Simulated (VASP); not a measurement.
InSe: single point with PBEsol

Crystal: InSe.

```xyz
4
Lattice="5.9830 -2.0953 0.0000 5.9830 2.0953 0.0000 -1.6308 0.0000 4.4085" Properties=species:S:1:pos:R:3 pbc="T T T"
In   10.5698    0.0000    0.0220
In   -0.2346    0.0000    4.3864
Se    6.8506    0.0000    2.8302
Se    3.4846    0.0000    1.5782
```

* Program: VASP 6.6.1
* Task: single point
* Functional: PBEsol
* Potentials or basis: VASP PAW PBE potentials, release 64 (In_d, Se)
* Cutoff: 520 eV
* k mesh: 7 × 7 × 6
* Occupations: fermi-dirac, width 0.02 eV
* Spin: no spin polarisation

The pressure is -3.0 GPa, the largest force is 0.627 eV/Å and the band gap on the k mesh is 0.76 eV (least direct gap 1.17 eV).

Forces in eV/Å, atoms in the order of the input:
```
In  -0.391  0.000  0.466
In   0.391  0.000 -0.466
Se  -0.538  0.000  0.321
Se   0.538  0.000 -0.321
```

Stress tensor (GPa, compression positive):
```
-2.02  0.00  1.53
 0.00 -3.87  0.00
 1.53  0.00 -3.23
```

Levels at points of the mesh, in eV from the valence-band top:
```
           k point  band 17  band 18  band 19  band 20  band 21  band 22
(0.00, 0.00, 0.00)    -2.08    -1.59    -1.00     2.54     3.50     4.25
(0.00, 0.00, 0.50)    -1.45    -1.02    -0.34     0.97     2.17     3.33
```

Wall time 8.8 min on 1 thread of Intel Xeon 8259CL, on a shared host, peak memory 0.42 GiB.

Caveat: the cell stands under tension; semilocal functionals underestimate gaps, and a narrow one can read as zero; the PAW data sets were made with another functional, which shifts forces and pressure a little; spin-orbit coupling is left out, which moves the levels of the heavy elements. A k mesh can miss the band edges.
